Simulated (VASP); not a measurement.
Set up this calculation in VASP 6.6.1, as the native input.

```yaml
Task: single point
Functional: PBEsol
Potentials_or_basis: VASP PAW PBE potentials, release 64 (W_sv, C_h)
Cutoff: 1300 eV
k_mesh: 6 × 6 × 6
Occupations: gaussian, width 0.15 eV
Spin: no spin polarisation
Dipole_correction: no
Further_INCAR_settings: ALGO = Normal; EDIFF = 1e-06; NBANDS = 16
```

The structure of WC lies in POSCAR:

```
WC
1.0
    2.9005014360      0.0000000000      0.0000000000
   -1.4502507180      2.5119079273      0.0000000000
    0.0000000000      0.0000000000      2.8290000000
W C
1 1
Direct
    0.0000000000      0.0000000000      0.0397667020
    0.6666666667      0.3333333333      0.5000000000
```

This cell differs from its parent crystal: all W atoms moved +0.113 Å, as atom 1 along Cartesian [0 0 1].

The input as run:

INCAR

```
SYSTEM = WC
  PREC = Accurate
  ENCUT = 1300
  EDIFF = 1E-6
  ISMEAR = 0
  SIGMA = 0.15
  LREAL = .False.
  LASPH = .True.
  NELM = 120
  ALGO = Normal
  ISIF = 2
  LWAVE = .False.
  LCHARG = .False.
  GGA = PS
  NBANDS = 16
  GGA_COMPAT = .False.
```

KPOINTS

```
regular mesh
0
Gamma
  6 6 6
  0 0 0
```

Potentials or basis: VASP PAW PBE potentials, release 64 (W_sv, C_h).

The run is started by

```bash
$ cat potpaw_PBE.64/W_sv/POTCAR potpaw_PBE.64/C_h/POTCAR > POTCAR
$ mpirun -np 1 vasp_std > vasp.out
```

Results of the run:

```
Pressure               : 3.3 GPa
Largest force          : 1.597 eV/Å
Band gap on the k mesh : zero (bands 9 and 10 overlap by 0.97 eV)
```

Caveat: the k points lie up to 0.42 Å⁻¹ apart, too coarse for converged energies and pressures of a metal; the cell differs from its parent crystal (all W atoms moved +0.113 Å, as atom 1 along Cartesian [0 0 1]); the PAW data sets were made with another functional, which shifts forces and pressure a little; spin-orbit coupling is left out, which moves the levels of the heavy elements.

Run time: 16 s on 1 thread of Intel(R) Xeon(R) 6975P-C (Granite Rapids) (shared host), peak memory 0.23 GiB.
